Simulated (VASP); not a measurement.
A run of VASP 6.6.1 is set up as follows.

INCAR

```
SYSTEM = Li3Ge4N
ALGO = Normal
EDIFF = 1E-7
ENCUT = 520
GGA = PE
ISIF = 2
ISMEAR = 0
LASPH = .TRUE.
LCHARG = .TRUE.
LELF = .TRUE.
LREAL = .FALSE.
LVHAR = .TRUE.
LWAVE = .FALSE.
NBANDS = 45
NELM = 80
PREC = Accurate
SIGMA = 0.2
```

File KPOINTS:

```
k-points
0
G
  3 3 3
  0 0 0
```

Contents of POSCAR:

```
Li3Ge4N
1.0
    6.2774566125      0.0000000000      0.0000000000
    0.0000000000      6.2774566125      0.0000000000
    0.0000000000      0.0000000000      4.9703041149
Li Ge N
3 4 1
Direct
    0.5000000000      0.0000000000      0.5622111803
    0.0000000000      0.5000000000      0.5622111803
    0.0000000000      0.0000000000      1.0542542182
    0.1997106821      0.5000000000      0.0639235669
    0.8002893179      0.5000000000      0.0639235669
    0.5000000000      0.1997106821      0.0639235669
    0.5000000000      0.8002893179      0.0639235669
    0.5000000000      0.5000000000      0.8815100738
```

Potentials or basis: VASP PAW PBE potentials, release 64 (Li_sv, Ge_d, N).

Run with:

```sh
$ cat potpaw_PBE.64/Li_sv/POTCAR potpaw_PBE.64/Ge_d/POTCAR potpaw_PBE.64/N/POTCAR > POTCAR
$ mpirun -np 1 vasp_std > vasp.out
```

(1) Predict the band gap on the k mesh.

(2) Estimate the largest force.

Answers

(1) zero (band 35 reaches 2.28 eV, above the bottom of band 36 at 1.73 eV).

(2) 0.039 eV/Å.

Caveat: the k points lie up to 0.42 Å⁻¹ apart.
